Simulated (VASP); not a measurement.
BiS4:

```
Bi S
1.0
     5.15485    0.00000    0.00000
     0.00000    5.15485    0.00000
     0.00000    0.00000    5.15485
Bi S
1 4
Cartesian
  0.0000 0.0000 0.0000
  1.2887 1.2887 1.2887
  3.8661 3.8661 1.2887
  1.2887 3.8661 3.8661
  3.8661 1.2887 3.8661
```

The cell was generated, and may not be a known phase.

- Program: VASP 6.6.1
- Task: relaxation of cell and atoms
- Functional: PBE
- Potentials or basis: VASP PAW PBE potentials, release 64 (Bi_d, S)
- Cutoff: 600 eV
- k mesh: 4 × 4 × 4
- Occupations: gaussian, width 0.1 eV
- Spin: no spin polarisation

At the start: pressure 12.8 GPa; volume 27.40 Å³/atom.

Q: How do energy, volume and symmetry change on relaxing?

A: Over 22 steps the energy falls by 526.2 meV/atom and the volume is 23.52 Å³/atom (-14.1 %); space group P-43m (No. 215, to 0.1 Å) before and after.

The path:
```tsv
step	energy change (eV)	largest force (eV/Å)	pressure (GPa)	volume (Å³)
1	0.0000	4.4740	12.81	136.98
2	-0.5671	0.8414	-6.54	185.16
3	-1.5219	0.3154	-1.97	158.94
4	-1.5267	0.4175	-1.61	157.91
5	-1.5274	0.4893	-1.35	157.21
6	-1.6139	0.5433	-1.23	152.47
7	-1.8709	0.8435	-0.26	138.82
8	-2.1779	1.3471	5.37	114.02
9	-2.2052	1.3036	5.42	113.39
10	-2.2754	1.1584	5.67	111.53
11	-2.3498	0.7949	6.70	107.85
12	-2.4101	0.7072	5.67	109.13
13	-2.5393	0.4777	2.93	113.02
14	-2.6019	0.1824	-1.24	121.09
15	-2.6076	0.2284	-0.49	119.35
16	-2.6076	0.2354	-0.38	119.11
17	-2.6105	0.2230	-0.34	118.96
18	-2.6181	0.1844	-0.20	118.49
19	-2.6278	0.0989	0.13	117.57
20	-2.6225	0.0897	1.01	115.75
21	-2.6299	0.0386	0.38	116.96
22	-2.6312	0.0174	0.08	117.61
```

Final structure:
```yaml
crystal:
  lattice:
    - [4.89950, 0.00000, 0.00000]
    - [0.00000, 4.89950, 0.00000]
    - [0.00000, 0.00000, 4.89950]
  atoms:
    - { symbol: Bi, position: [0.00000, 0.00000, 0.00000] }
    - { symbol: S, position: [0.30752, 0.30752, 0.30752] }
    - { symbol: S, position: [0.69248, 0.69248, 0.30752] }
    - { symbol: S, position: [0.30752, 0.69248, 0.69248] }
    - { symbol: S, position: [0.69248, 0.30752, 0.69248] }
```
